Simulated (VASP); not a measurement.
Wanted: the native input for a VASP 6.6.1 run.

| Quantity | Value |
| --- | --- |
| Task | single point |
| Functional | PBE |
| Potentials or basis | VASP PAW PBE potentials, release 64 (Ag, Cl) |
| Cutoff | 520 eV |
| k mesh | 9 × 9 × 9 |
| Occupations | fermi-dirac, width 0.01 eV |
| Spin | no spin polarisation |
| Dipole correction | no |
| Further INCAR settings | ALGO = Normal; EDIFF = 1e-06; NBANDS = 16 |

The structure of AgCl lies in POSCAR:

```
AgCl
1.0
    0.0000000000      2.7731500000      2.7731500000
    2.7731500000      0.0000000000      2.7731500000
    2.7731500000      2.7731500000      0.0000000000
Ag Cl
1 1
Direct
    0.5000000000      0.5000000000      0.5000000000
    0.0000000000      0.0000000000      0.0000000000
```

One way to write it, as run:

INCAR

```
PREC = Accurate
ENCUT = 520
EDIFF = 1E-6
ISMEAR = -1
SIGMA = 0.01
LREAL = False
LASPH = True
NELM = 100
ALGO = Normal
ISIF = 2
LWAVE = False
LCHARG = False
GGA = PE
NBANDS = 16
```

KPOINTS

```
regular mesh
0
Gamma
  9 9 9
```

Potentials or basis: VASP PAW PBE potentials, release 64 (Ag, Cl).

The run is started by

```console
$ cat potpaw_PBE.64/Ag/POTCAR potpaw_PBE.64/Cl/POTCAR > POTCAR
$ mpirun -np 1 vasp_std > vasp.out
```

Results of the run:

| Quantity | Value |
| --- | --- |
| Pressure | 1.5 GPa |
| Band gap on the k mesh | 0.95 eV (least direct gap 3.14 eV) |

Caveat: an odd mesh through Γ misses points on the zone boundary, where band edges can lie.

Wall time 20 s on 1 thread of Intel(R) Xeon(R) Platinum 8488C (Sapphire Rapids), with other jobs on the host, peak memory 0.17 GiB.
